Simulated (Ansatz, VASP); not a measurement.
**PtS2 in VASP and in Ansatz**

File INCAR:

```
PREC = Accurate
ENCUT = 520
EDIFF = 1E-7
ISMEAR = 0
SIGMA = 0.05
LREAL = F
LASPH = T
NELM = 60
ALGO = Normal
ISIF = 2
LWAVE = F
LCHARG = F
GGA = PE
NBANDS = 18
```

Contents of KPOINTS:

```
Automatic mesh
0
Gamma
  12 12 8
```

File POSCAR:

```
PtS2
1.0
    3.5431994758      0.0000000000      0.0000000000
   -1.7715997379      3.0685007567      0.0000000000
    0.0000000000      0.0000000000      5.0388000000
Pt S
1 2
Direct
    0.0000000000      0.0000000000      0.0000000000
    0.3496279358      0.6992558716      0.2500000000
    0.6666666667      0.3333333333      0.7500000000
```

Input for Ansatz:

```yaml
crystal:
  lattice:
    - [3.5431994758, 0.0, 0.0]
    - [-1.7715997379, 3.0685007567, 0.0]
    - [0.0, 0.0, 5.0388]
  atoms:
    - { symbol: Pt, position: [0.0, 0.0, 0.0] }
    - { symbol: S, position: [0.3496279358, 0.6992558716, 0.25] }
    - { symbol: S, position: [0.6666666667, 0.3333333333, 0.75] }
basis:
  ecutwfc: 420
kpoints:
  mp_grid: { grid: [12, 12, 8] }
hamiltonian:
  xc: pbe
scf:
  occupations: { method: gaussian, width: 0.05 }
output:
  forces: true
  stress: true
  eigenvalues: true
  write_density: true
  write_potential: true
  elf: true
  volumetric_format: npy
```

Alike in both runs: task single point; functional PBE; k mesh 12 × 12 × 8; occupations gaussian, width 0.05 eV; no spin polarisation.

|  | VASP | Ansatz |
| --- | --- | --- |
| version | VASP 6.6.1 | Ansatz 0.2.0 |
| potentials or method | VASP PAW PBE potentials, release 64 (Pt, S), cutoff 520 eV | scalar-relativistic, plane waves, PAW |
| valence electrons in the cell | 22 | 30 |

Ansatz gave:

- gap on the k mesh at the Fermi level (eV): 0.46
- least direct gap on the mesh (eV): 0.67
- pressure (GPa): 2.7
- traceless stress, the component that is largest in VASP (GPa): -2.78
- rms of the force components (eV/Å): 0.387

Question: Which values does VASP return?

Answer: gap on the k mesh at the Fermi level (eV): 0.47; least direct gap on the mesh (eV): 0.68; pressure (GPa): 2.3; traceless stress, the component that is largest in VASP (GPa): -2.76; rms of the force components (eV/Å): 0.392.

Atom by atom the forces differ by 0.019 eV/Å (rms over components). With one functional, cell and mesh, what is left measures potentials, basis and numerics. VASP's potentials hold 22 valence electrons a cell and Ansatz's 30, so a difference there can come from the potentials and not from the codes.

Neither program's run includes spin-orbit coupling.
